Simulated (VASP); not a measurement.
Here is a VASP 6.6.1 calculation.

The input INCAR:

```
  PREC = Accurate
  ENCUT = 520
  EDIFF = 1E-7
  ISMEAR = 0
  SIGMA = 0.05
  LREAL = False
  LASPH = True
  NELM = 100
  ALGO = Normal
  ISIF = 2
  LWAVE = False
  LCHARG = False
  GGA = RE
  IVDW = 12
  NBANDS = 16
```

Contents of KPOINTS:

```
regular mesh
0
Gamma
  8 8 8
```

Contents of POSCAR:

```
CdS
1.0
    0.0000000000      2.9174816438      2.9174816438
    2.9174816438      0.0000000000      2.9174816438
    2.9174816438      2.9174816438      0.0000000000
Cd S
1 1
Direct
    0.0000000000      0.0000000000      0.0000000000
    0.7500000000      0.7500000000      0.7500000000
```

Potentials or basis: VASP PAW PBE potentials, release 64 (Cd, S).

Command:

```console
$ cat potpaw_PBE.64/Cd/POTCAR potpaw_PBE.64/S/POTCAR > POTCAR
$ mpirun -np 1 vasp_std > vasp.out
```

(1) Predict the band gap on the k mesh.

(2) What does it give for the dispersion energy per atom?

(3) What does it give for the pressure?

Answers

(1) 1.28 eV, direct.

(2) -0.590 eV.

(3) 0.3 GPa.

Caveat: the PAW data sets were made with another functional, which shifts forces and pressure a little.
